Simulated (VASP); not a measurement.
# MgO (P-6m2) in VASP: notebook

The runs below take MgO through single point, with LDA.

Program: VASP 6.6.1. These are calculated values, not measurements. Logs are shortened: lines on timing, memory, paths and dates and some standing lists are left out, and cuts for length are marked.

## (1) The cell of the first run

Symmetry: P-6m2, No. 187, hexagonal system. Conventional cell: a = 2.850 Å, b = 2.850 Å, c = 2.720 Å, α = 90.00°, β = 90.00°, γ = 120.00°. Mg (site symmetry -6m2) has 6 O at 2.13 Å and 8 Mg at 2.72 to 2.85 Å within 2.9 Å. O (site symmetry -6m2) has 6 Mg at 2.13 Å and 8 O at 2.72 to 2.85 Å within 2.9 Å.

## (2) Single point, LDA (strain -0.030 along x and y, +0.015 along z)

File INCAR:

```
SYSTEM = MgO
  ALGO = Normal
  EDIFF = 1E-6
  ENCUT = 750
  GGA_COMPAT = .FALSE.
  ISIF = 2
  ISMEAR = 0
  LASPH = .TRUE.
  LCHARG = .FALSE.
  LREAL = .FALSE.
  LWAVE = .FALSE.
  NBANDS = 15
  NELM = 120
  PREC = Accurate
  SIGMA = 0.05
```

File KPOINTS:

```
k-points
0
G
  9 9 8
  0 0 0
```

File POSCAR:

```
MgO
1.0
    2.8498802763      0.0000000000      0.0000000000
   -1.4249401382      2.4680687170      0.0000000000
    0.0000000000      0.0000000000      2.7198752000
Mg O
1 1
Direct
    0.0000000000      0.0000000000      0.0000000000
    0.3333333333      0.6666666667      0.5000000000
```

Potentials or basis: VASP PAW LDA potentials, release 64 (Mg_sv, O).

Started as:

```sh
$ cat potpaw_LDA.64/Mg_sv/POTCAR potpaw_LDA.64/O/POTCAR > POTCAR
$ mpirun -np 1 vasp_std > vasp.out
```

OUTCAR:

```text
SYSTEM = MgO
   EDIFF = 1E-6
   ENCUT = 750
   ISIF = 2
   ISMEAR = 0
   LASPH = .TRUE.
   LREAL = .FALSE.
   NELM = 120
   PREC = Accurate

 ion  position               nearest neighbor table
   1  0.000  0.000  0.000-
   2  0.333  0.667  0.500-

  LATTYP: Found a hexagonal cell.
 ALAT       =     2.8498802763
 C/A-ratio  =     0.9543822674

  Lattice vectors:

 A1 = (   2.8498802763,   0.0000000000,   0.0000000000)
 A2 = (  -1.4249401382,   2.4680687170,   0.0000000000)
 A3 = (   0.0000000000,   0.0000000000,   2.7198752000)

Analysis of symmetry for initial positions (statically):
=====================================================================
 Subroutine PRICEL returns:
 Original cell was already a primitive cell.

 Routine SETGRP: Setting up the symmetry group for a
 hexagonal supercell.

 Subroutine GETGRP returns: Found 12 space group operations
 (whereof 12 operations were pure point group operations)
 out of a pool of 24 trial point group operations.

The static configuration has the point symmetry D_3h.

Analysis of symmetry for dynamics (positions and initial velocities):
=====================================================================
 Subroutine PRICEL returns:
 Original cell was already a primitive cell.

 Routine SETGRP: Setting up the symmetry group for a
 hexagonal supercell.

 Subroutine GETGRP returns: Found 12 space group operations
 (whereof 12 operations were pure point group operations)
 out of a pool of 24 trial point group operations.

The dynamic configuration has the point symmetry D_3h.

 Subroutine INISYM returns: Found 12 space group operations
 (whereof 12 operations are pure point group operations),
 and found     1 'primitive' translations

----------------------------------------------------------------------------------------

                                     Primitive cell

  volume of cell :      19.1308

  direct lattice vectors                    reciprocal lattice vectors
     2.849880276  0.000000000  0.000000000     0.350891933  0.202587552  0.000000000
    -1.424940138  2.468068717  0.000000000     0.000000000  0.405175104  0.000000000
     0.000000000  0.000000000  2.719875200     0.000000000  0.000000000  0.367663928

  length of vectors
     2.849880276  2.849880276  2.719875200     0.405175104  0.405175104  0.367663928

  position of ions in fractional coordinates (direct lattice)
     0.000000000  0.000000000  0.000000000
     0.333333333  0.666666667  0.500000000

  ion indices of the primitive-cell ions
   primitive index   ion index
                 1           1
                 2           2

[... 84 lines left out ...]
   EMIN   =  10.00;   EMAX   =-10.00  energy-range for DOS
   EFERMI =   0.00;   METHOD = LEGACY
   ISMEAR =     0;   SIGMA  =   0.05  broadening in eV -4-tet -1-fermi 0-gaus
   EFERMI_NEDOS =   21; number of points for ismear=-14 and -15
   IALGO  =     38    algorithm
   IMIX   =      4    mixing-type and parameters
     AMIX     =   0.40;   BMIX     =  1.00
     AMIX_MAG =   1.60;   BMIX_MAG =  1.00
  volume/ion in A,a.u.               =       9.57        64.55
  Fermi-wavevector in a.u.,A,eV,Ry     =   1.542424  2.914759 32.369252  2.379073
  Thomas-Fermi vector in A             =   2.648231
   LORBIT       =      0    0 simple, 1 ext, 2 COOP (PROOUT), +10 PAW based schemes
   GGA     = CA    functional components
   LHFCALC =     F    Hartree Fock is set to
   AEXX    =    0.0000 exact exchange contribution
   IVDW    =     0    specifies the selected vdW correction
   LEPSILON=     F    determine dielectric tensor
   LRPA    =     F    only Hartree local field effects (RPA)
 non-spin polarized calculation
 Gauss-broadening in eV      SIGMA  =   0.05
  energy-cutoff  :      750.00
  volume of cell :       19.13
 maximum number of plane-waves:       912
 NGX is ok and might be reduce to    28
   NGX = 13   NGY = 13   NGZ = 13

 number of electron      15.9999989 magnetization

 Free energy of the ion-electron system (eV)
  ---------------------------------------------------
  ext. energy  EPLUGINS =         0.00000000
  ---------------------------------------------------
  free energy    TOTEN  =       -12.48800096 eV

  energy without entropy =      -12.48800096  energy(sigma->0) =      -12.48800096

 E-fermi :   3.5358     XC(G=0): -11.7940

 val. band max:        3.1278711758   @ k =   0.0000   0.0000   0.5000
 cond. band min:       6.2295110620   @ k =   0.0000   0.0000   0.0000
 fundamental gap:      3.1016398863
 Fermi energy:         3.5357923676

 k-point     1 :       0.0000    0.0000    0.0000
  band No.  band energies     occupation
      1     -69.2391      2.00000
      2     -36.7176      2.00000
      3     -36.7176      2.00000
      4     -36.6430      2.00000
      5     -14.3042      2.00000
      6       2.2349      2.00000
      7       2.6838      2.00000
      8       2.6838      2.00000
      9       6.2295      0.00000
     10      14.6571      0.00000
     11      19.3911      0.00000
     12      19.3911      0.00000
     13      23.4569      0.00000
     14      23.6337      0.00000
[... 401 lines left out ...]
      2     -36.7891      2.00000
      3     -36.7808      2.00000
      4     -36.6436      2.00000
      5     -12.7551      2.00000
      6      -0.5821      2.00000
      7      -0.5346      2.00000
      8       2.1508      2.00000
      9      11.3153      0.00000
     10      15.0954      0.00000
     11      15.1059      0.00000
     12      20.2401      0.00000
     13      20.3688      0.00000
     14      25.3333      0.00000
     15      26.7527      0.00000

 [... further k-points ...]

------------------------ aborting loop because EDIFF is reached ----------------------------------------

  FORCE on cell =-STRESS in cart. coord.  units (eV):
  Direction    XX          YY          ZZ          XY          YZ          ZX
  --------------------------------------------------------------------------------------
  -------------------------------------------------------------------------------------
  Total        0.4734357      0.4734357     -2.4871344     -0.0000000     -0.0000000      0.0000000
  in kB       39.6495950     39.6495950   -208.2941116     -0.0000000     -0.0000000      0.0000000
  external PRESSURE =     -42.9983072 kB  Pullay stress =       0.0000000 kB

 VOLUME and BASIS-vectors are now :
 -----------------------------------------------------------------------------
  energy-cutoff  :      750.00
  volume of cell :       19.13
      direct lattice vectors                 reciprocal lattice vectors
     2.849880276  0.000000000  0.000000000     0.350891933  0.202587552  0.000000000
    -1.424940138  2.468068717  0.000000000     0.000000000  0.405175104  0.000000000
     0.000000000  0.000000000  2.719875200     0.000000000  0.000000000  0.367663928

 POSITION                                       TOTAL-FORCE (eV/Angst)
 -----------------------------------------------------------------------------------
      0.00000      0.00000      0.00000         0.000000      0.000000      0.000000
     -0.00000      1.64538      1.35994        -0.000000      0.000000      0.000000
 -----------------------------------------------------------------------------------
    total drift:                                0.000000     -0.000000     -0.000000

  FREE ENERGIE OF THE ION-ELECTRON SYSTEM (eV)
  ---------------------------------------------------
  free  energy   TOTEN  =       -12.4880009624 eV

  energy  without entropy=      -12.4880009624  energy(sigma->0) =      -12.48800096
```

OSZICAR:

```text
N       E                     dE             d eps       ncg     rms          rms(c)
DAV:   1     0.153536502452E+03    0.15354E+03   -0.12715E+04  1800   0.162E+03
DAV:   2    -0.907095318427E+01   -0.16261E+03   -0.15393E+03  2150   0.417E+02
DAV:   3    -0.142187822139E+02   -0.51478E+01   -0.51238E+01  2284   0.739E+01
DAV:   4    -0.142855046807E+02   -0.66722E-01   -0.66718E-01  2052   0.848E+00
DAV:   5    -0.142864820067E+02   -0.97733E-03   -0.97732E-03  2304   0.869E-01    0.862E+00
DAV:   6    -0.125820460376E+02    0.17044E+01   -0.23554E+00  1807   0.153E+01    0.284E+00
DAV:   7    -0.125275679273E+02    0.54478E-01   -0.14558E-01  2136   0.330E+00    0.168E+00
DAV:   8    -0.124891282855E+02    0.38440E-01   -0.59233E-02  2136   0.228E+00    0.361E-01
DAV:   9    -0.124879550869E+02    0.11732E-02   -0.41937E-03  2094   0.544E-01    0.971E-02
DAV:  10    -0.124880274178E+02   -0.72331E-04   -0.16883E-04  2269   0.188E-01    0.628E-02
DAV:  11    -0.124880011007E+02    0.26317E-04   -0.39782E-05  2101   0.759E-02    0.368E-03
DAV:  12    -0.124880009624E+02    0.13828E-06   -0.13085E-06  2090   0.149E-02
   1 F= -.12488001E+02 E0= -.12488001E+02  d E =-.107955E-32
```

stdout:

```text
POSCAR found type information on POSCAR MgO
 POSCAR found :  2 types and       2 ions
 scaLAPACK will be used
 LDA part: xc-table for (Slater(with rela. corr.)+CA(PZ))
 , standard interpolation
 POSCAR, INCAR and KPOINTS ok, starting setup
 FFT: planning ... GRIDC
 FFT: planning ... GRID_SOFT
 FFT: planning ... GRID
 WAVECAR not read
 entering main loop
```

Run time: 13 s. Hardware: 1 thread of Intel Xeon Platinum 8488C (Sapphire Rapids), shared host; peak memory 0.15 GiB.

Results:

```yaml
Free_energy: -12.4880 eV
Pressure: -4.3 GPa
Band_gap_on_the_k_mesh: 3.10 eV (least direct gap 3.55 eV)
```

Stress tensor (GPa, compression positive):
```
  3.96   0.00   0.00
  0.00   3.96   0.00
  0.00   0.00 -20.83
```

Levels at points of the mesh, in eV from the valence-band top:
```csv
k point,band 5,band 6,band 7,band 8,band 9,band 10,band 11,band 12
"(0.00, 0.00, 0.00)",-17.43,-0.89,-0.44,-0.44,3.10,11.53,16.26,16.26
"(0.00, 0.00, 0.50)",-16.32,-5.84,0.00,0.00,8.78,8.86,17.72,17.72
```

Caveat: the cell differs from its parent crystal (strain -0.030 along x and y, +0.015 along z); the cell stands under tension; an odd mesh through Γ misses points on the zone boundary, where band edges can lie.

## (3) Single point, LDA (strain +0.015 along x and y, +0.000 along z)

File INCAR:

```
PREC = Accurate
ENCUT = 750
EDIFF = 1E-6
ISMEAR = 0
SIGMA = 0.05
LREAL = F
LASPH = T
NELM = 120
ALGO = Normal
ISIF = 2
LWAVE = F
LCHARG = T
GGA = CA
LELF = T
LVHAR = T
NBANDS = 15
GGA_COMPAT = F
```

File KPOINTS:

```
regular mesh
0
Gamma
  9 9 8
```

File POSCAR:

```
MgO
1.0
    2.9820912170      0.0000000000      0.0000000000
   -1.4910456085      2.5825667503      0.0000000000
    0.0000000000      0.0000000000      2.6796800000
Mg O
1 1
Direct
    0.0000000000      0.0000000000      0.0000000000
    0.3333333333      0.6666666667      0.5000000000
```

Potentials or basis: VASP PAW LDA potentials, release 64 (Mg_sv, O).

Started as:

```sh
$ cat potpaw_LDA.64/Mg_sv/POTCAR potpaw_LDA.64/O/POTCAR > POTCAR
$ mpirun -np 1 vasp_std > vasp.out
```

Wall time 21 s (1 thread of AMD EPYC 9R45 (Zen 5), shared host); peak memory 0.12 GiB.

The run converged. Its results:

- Free energy: -12.4595 eV
- Pressure: -12.6 GPa
- Band gap on the k mesh: 2.66 eV (least direct gap 3.03 eV)

Stress tensor (GPa, compression positive):
```
-14.39   0.00   0.00
  0.00 -14.39   0.00
  0.00   0.00  -9.01
```

Levels at points of the mesh, in eV from the valence-band top:
| k point | band 4 | band 5 | band 6 | band 7 | band 8 | band 9 | band 10 | band 11 | band 12 | band 13 |
| --- | --- | --- | --- | --- | --- | --- | --- | --- | --- | --- |
| (0.00, 0.00, 0.00) | -39.99 | -17.11 | -0.76 | -0.76 | -0.37 | 2.66 | 11.52 | 14.75 | 14.75 | 19.12 |
| (0.00, 0.00, 0.50) | -40.02 | -15.98 | -5.33 | -0.23 | -0.23 | 7.72 | 8.64 | 16.95 | 16.95 | 17.77 |

Caveat: the cell differs from its parent crystal (strain +0.015 along x and y, +0.000 along z); the cell stands under tension; an odd mesh through Γ misses points on the zone boundary, where band edges can lie.

## (4) Single point, LDA (strain -0.030 along x and y, +0.030 along z)

File INCAR:

```
SYSTEM = MgO
PREC     = Accurate       ! precision mode
ENCUT    = 750            ! plane-wave cutoff, eV
EDIFF    = 1E-6           ! SCF threshold, eV
ISMEAR   = 0              ! smearing method
SIGMA    = 0.05           ! smearing width, eV
LREAL    = .FALSE.        ! projectors in reciprocal space
LASPH    = .TRUE.         ! aspherical terms in the spheres
NELM     = 120            ! most SCF steps
ALGO     = Normal         ! electronic algorithm
ISIF     = 2              ! what is computed and relaxed
LWAVE    = .FALSE.        ! write WAVECAR
LCHARG   = .FALSE.        ! write CHGCAR
GGA      = CA             ! functional
NBANDS   = 15             ! bands
GGA_COMPAT= .FALSE.
```

File KPOINTS:

```
Automatic mesh
0
G
  9 9 8
  0 0 0
```

File POSCAR:

```
MgO
1.0
    2.8498802763      0.0000000000      0.0000000000
   -1.4249401382      2.4680687170      0.0000000000
    0.0000000000      0.0000000000      2.7600704000
Mg O
1 1
Direct
    0.0000000000      0.0000000000      0.0000000000
    0.3333333333      0.6666666667      0.5000000000
```

Started as:

```sh
$ cat potpaw_LDA.64/Mg_sv/POTCAR potpaw_LDA.64/O/POTCAR > POTCAR
$ mpirun -np 1 vasp_std > vasp.out
```

It took 26 s on 1 thread of Intel Xeon Platinum 8488C (Sapphire Rapids), shared host; peak memory 0.15 GiB.

It converged, with:

- Free energy: -12.4464 eV
- Pressure: -6.6 GPa
- Band gap on the k mesh: 2.86 eV (least direct gap 3.27 eV)

Stress tensor (GPa, compression positive):
```
  4.35   0.00   0.00
  0.00   4.35   0.00
  0.00   0.00 -28.36
```

Levels at points of the mesh, in eV from the valence-band top:
```tsv
k point	band 5	band 6	band 7	band 8	band 9	band 10	band 11	band 12
(0.00, 0.00, 0.00)	-17.40	-1.07	-0.41	-0.41	2.86	11.39	16.28	16.28
(0.00, 0.00, 0.50)	-16.36	-5.87	0.00	0.00	8.57	8.68	17.60	17.60
```

Caveat: the cell differs from its parent crystal (strain -0.030 along x and y, +0.030 along z); the cell stands under tension; an odd mesh through Γ misses points on the zone boundary, where band edges can lie.

## (5) Single point, LDA (strain +0.030 along x and y, -0.030 along z)

File INCAR:

```
PREC = Accurate
ENCUT = 750
EDIFF = 1E-6
ISMEAR = 0
SIGMA = 0.05
LREAL = F
LASPH = T
NELM = 120
ALGO = Normal
ISIF = 2
LWAVE = F
LCHARG = T
GGA = CA
LELF = T
LVHAR = T
NBANDS = 15
GGA_COMPAT = F
```

File KPOINTS:

```
Automatic mesh
0
Gamma
  9 9 8
```

File POSCAR:

```
MgO
1.0
    3.0261615305      0.0000000000      0.0000000000
   -1.5130807653      2.6207327614      0.0000000000
    0.0000000000      0.0000000000      2.5992896000
Mg O
1 1
Direct
    0.0000000000      0.0000000000      0.0000000000
    0.3333333333      0.6666666667      0.5000000000
```

Started as:

```sh
$ cat potpaw_LDA.64/Mg_sv/POTCAR potpaw_LDA.64/O/POTCAR > POTCAR
$ mpirun -np 1 vasp_std > vasp.out
```

Wall time 20 s (1 thread of Intel Xeon Platinum 8259CL at 2.50GHz (Skylake/Cascade Lake), shared host); peak memory 0.15 GiB.

It converged, with:

```yaml
Free_energy: -12.3961 eV
Pressure: -11.2 GPa
Band_gap_on_the_k_mesh: 2.32 eV (least direct gap 2.61 eV)
```

Stress tensor (GPa, compression positive):
```
-20.59   0.00   0.00
  0.00 -20.59   0.00
  0.00   0.00   7.64
```

Levels at points of the mesh, in eV from the valence-band top:
| k point | band 6 | band 7 | band 8 | band 9 | band 10 | band 11 |
| --- | --- | --- | --- | --- | --- | --- |
| (0.00, 0.00, 0.00) | -1.33 | -1.33 | -0.30 | 2.32 | 11.46 | 13.79 |
| (0.00, 0.00, 0.50) | -5.55 | -0.69 | -0.69 | 7.14 | 8.57 | 16.49 |

Caveat: the cell differs from its parent crystal (strain +0.030 along x and y, -0.030 along z); the cell stands under tension; an odd mesh through Γ misses points on the zone boundary, where band edges can lie.

## (6) Overview

| cell | gap on the mesh (eV) | pressure (GPa) |
| --- | --- | --- |
| a = 2.850, b = 2.850, c = 2.720 Å, angles 90.0, 90.0, 120.0°, 2 atoms | 3.10 | -4.3 |
| a = 2.982, b = 2.982, c = 2.680 Å, angles 90.0, 90.0, 120.0°, 2 atoms | 2.66 | -12.6 |
| a = 2.850, b = 2.850, c = 2.760 Å, angles 90.0, 90.0, 120.0°, 2 atoms | 2.86 | -6.6 |
| a = 3.026, b = 3.026, c = 2.599 Å, angles 90.0, 90.0, 120.0°, 2 atoms | 2.32 | -11.2 |

Alike in all rows: task single point; level LDA; potentials or basis VASP PAW LDA potentials, release 64 (Mg_sv, O); no spin polarisation; k mesh 9 × 9 × 8; cutoff (eV) 750; smearing gaussian 0.05 eV.

Caveats: the cell stands under tension; an odd mesh through Γ misses points on the zone boundary, where band edges can lie.

Absolute energies hang on the potentials; compare differences alone.
